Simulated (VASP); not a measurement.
HfSi3Mo3:

```
Hf Si Mo
1.0
     4.99522    0.00000    0.00000
     0.00000    4.99522    0.00000
     0.00000    0.00000    4.99522
Hf Si Mo
1 3 3
Direct
  0.50000 0.50000 0.50000
  0.50000 0.00000 0.00000
  0.00000 0.50000 0.00000
  0.00000 0.00000 0.50000
  0.50000 0.50000 0.00000
  0.00000 0.50000 0.50000
  0.50000 0.00000 0.50000
```

The cell was generated, and may not be a known phase.

```yaml
Program: VASP 6.6.1
Task: relaxation of cell and atoms
Functional: PBE
Potentials_or_basis: VASP PAW PBE potentials, release 64 (Hf_pv, Si, Mo_sv)
Cutoff: 600 eV
k_mesh: 4 × 4 × 4
Occupations: gaussian, width 0.1 eV
Spin: no spin polarisation
```

At the start: pressure 12.6 GPa; volume 17.81 Å³/atom.

Task: How do energy, volume and symmetry change on relaxing?

Result: Over 3 steps the energy falls by 59.4 meV/atom and the volume is 19.47 Å³/atom (+9.3 %); space group Pm-3m (No. 221, to 0.1 Å) before and after.

Step by step:
| step | energy change (eV) | largest force (eV/Å) | pressure (GPa) | volume (Å³) |
| --- | --- | --- | --- | --- |
| 1 | 0.0000 | 0.0000 | 12.64 | 124.64 |
| 2 | 0.1504 | 0.0000 | -10.51 | 151.74 |
| 3 | -0.4158 | 0.0000 | -0.24 | 136.29 |

Final structure:
```xyz
7
Lattice="5.1462 0.0000 0.0000 0.0000 5.1462 0.0000 0.0000 0.0000 5.1462" Properties=species:S:1:pos:R:3 pbc="T T T"
Hf    2.5731    2.5731    2.5731
Si    2.5731    0.0000    0.0000
Si    0.0000    2.5731    0.0000
Si    0.0000    0.0000    2.5731
Mo    2.5731    2.5731    0.0000
Mo    0.0000    2.5731    2.5731
Mo    2.5731    0.0000    2.5731
```
